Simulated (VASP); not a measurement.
Wanted: the native input for a VASP 6.6.1 run.

* Task: single point
* Functional: PBEsol
* Potentials or basis: VASP PAW PBE potentials, release 64 (Ag, Cl)
* Cutoff: 520 eV
* k mesh: 8 × 8 × 8
* Occupations: fermi-dirac, width 0.05 eV
* Spin: no spin polarisation
* Hubbard terms: Ag d U = 2.0 eV
* Dipole correction: no
* Further INCAR settings: ALGO = Normal; EDIFF = 1e-06; NBANDS = 16

The structure of AgCl (Chlorargyrite) lies in POSCAR:

```
AgCl
1.0
    0.0000000000      2.7350000000      2.7350000000
    2.7350000000      0.0000000000      2.7350000000
    2.7350000000      2.7350000000      0.0000000000
Ag Cl
1 1
Direct
    0.0000000000      0.0000000000      0.0000000000
    0.5000000000      0.5000000000      0.5000000000
```

One way to write it, as run:

INCAR

```
SYSTEM = AgCl
  ALGO = Normal
  EDIFF = 1E-6
  ENCUT = 520
  GGA = PS
  ISIF = 2
  ISMEAR = -1
  LASPH = .True.
  LCHARG = .True.
  LDAU = .True.
  LDAUJ = 0 0
  LDAUL = 2 -1
  LDAUPRINT = 1
  LDAUTYPE = 2
  LDAUU = 2 0
  LELF = .True.
  LMAXMIX = 4
  LREAL = .False.
  LVHAR = .True.
  LWAVE = .False.
  NBANDS = 16
  NELM = 150
  PREC = Accurate
  SIGMA = 0.05
```

KPOINTS

```
k-points
0
Gamma
  8 8 8
  0 0 0
```

Potentials or basis: VASP PAW PBE potentials, release 64 (Ag, Cl).

Command:

```sh
$ cat potpaw_PBE.64/Ag/POTCAR potpaw_PBE.64/Cl/POTCAR > POTCAR
$ mpirun -np 1 vasp_std > vasp.out
```

Results of the run:

```
Pressure               : -0.9 GPa
Band gap on the k mesh : 1.14 eV, indirect (least direct gap 3.29 eV)
```

Caveat: the PAW data sets were made with another functional, which shifts forces and pressure a little.

Wall time 12 s on 1 thread of Intel(R) Xeon(R) Platinum 8488C (Sapphire Rapids), with other jobs on the host, peak memory 0.17 GiB.
